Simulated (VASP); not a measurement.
# Cl: single point with r2SCAN

Crystal: Cl.

```xyz
2
Lattice="4.4701 0.0000 0.0000 -2.2351 3.8712 0.0000 0.0000 0.0000 6.2470" Properties=species:S:1:pos:R:3 pbc="T T T"
Cl    0.0000    0.0000    5.2457
Cl    0.0000    0.0000    1.0012
```

```json
{
  "Program": "VASP 6.6.1",
  "Task": "single point",
  "Functional": "r2SCAN",
  "Potentials or basis": "VASP PAW PBE potentials, release 64 (Cl)",
  "Cutoff": "520 eV",
  "k mesh": "9 × 9 × 6",
  "Occupations": "gaussian, width 0.02 eV",
  "Spin": "no spin polarisation"
}
```

```yaml
Pressure: -0.6 GPa
Largest_force: 0.445 eV/Å
Band_gap_on_the_k_mesh: 2.70 eV, indirect (least direct gap 2.74 eV)
Valence_electrons_inside_the_program's_atomic_spheres: Cl 5.03
```

Forces in eV/Å, atoms in the order of the input:
```
Cl   0.000  0.000  0.445
Cl   0.000  0.000 -0.445
```

Stress tensor (GPa, compression positive):
```
-0.19  0.00  0.00
 0.00 -0.19  0.00
 0.00  0.00 -1.41
```

Levels at points of the mesh, in eV from the valence-band top:
```csv
k point,band 4,band 5,band 6,band 7,band 8,band 9,band 10,band 11
"(0.00, 0.00, 0.00)",-2.72,-2.72,0.00,0.00,3.45,6.52,8.65,10.60
"(0.00, 0.00, 0.50)",-2.70,-2.70,-0.04,-0.04,2.70,7.08,7.95,11.75
```

It took 4.3 min on 1 thread of AMD EPYC 7R13 Processor (Zen 3) (shared host), peak memory 0.22 GiB.

Caveat: the PAW data sets were made with another functional, which shifts forces and pressure a little. r2SCAN opens gaps a little over a GGA but as a rule still falls short of measured ones.
